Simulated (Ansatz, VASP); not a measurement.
## One calculation of W, two programs

File INCAR:

```
  ALGO = Normal
  EDIFF = 1E-6
  ENCUT = 500
  GGA = PS
  GGA_COMPAT = False
  ISIF = 2
  ISMEAR = 0
  LASPH = True
  LCHARG = False
  LREAL = False
  LWAVE = False
  NBANDS = 13
  NELM = 120
  PREC = Accurate
  SIGMA = 0.15
```

The input KPOINTS:

```
k-points
0
Gamma
  22 22 22
```

POSCAR

```
W
1.0
    0.0000000000      2.0693088975      1.9155592464
    2.0693088975      0.0000000000      1.9155592464
    2.0693088975      2.0693088975      0.0000000000
W
1
Direct
    0.0000000000      0.0000000000      0.0000000000
```

Input for Ansatz:

```yaml
crystal:
  lattice:
    - [0.0, 2.0693088975, 1.9155592464]
    - [2.0693088975, 0.0, 1.9155592464]
    - [2.0693088975, 2.0693088975, 0.0]
  atoms:
    - { symbol: W, position: [0.0, 0.0, 0.0] }
basis:
  ecutwfc: 420
kpoints:
  mp_grid: { grid: [22, 22, 22] }
hamiltonian:
  xc: pbesol
  pseudopotentials: { kind: paw, azcp: { folder: soft_1 } }
scf:
  occupations: { method: gaussian, width: 0.15 }
output:
  forces: true
  stress: true
  eigenvalues: true
```

Alike in both runs: task single point; functional PBEsol; k mesh 22 × 22 × 22; occupations gaussian, width 0.15 eV; no spin polarisation.

```csv
,VASP,Ansatz
version,VASP 6.6.1,Ansatz 0.2.0
potentials or method,"VASP PAW PBE potentials, release 64 (W_sv), cutoff 500 eV","scalar-relativistic, plane waves, PAW"
valence electrons in the cell,14,14
```

|  | VASP | Ansatz | Ansatz less VASP |
| --- | --- | --- | --- |
| gap on the k mesh at the Fermi level (eV) | none | none | - |
| pressure (GPa) | -7.3 | -7.8 | -0.47 |
| traceless stress, the component that is largest in VASP (GPa) | -14.24 | -14.14 | +0.094 |

VASP's potentials were made for PBE, not for PBEsol, and Ansatz warns of the same on its side. A gap of «none» marks a metal or a gap that the smearing closes. The functional is the same, so the differences come from potentials, cutoffs and numerics.

Spin-orbit coupling is off throughout.
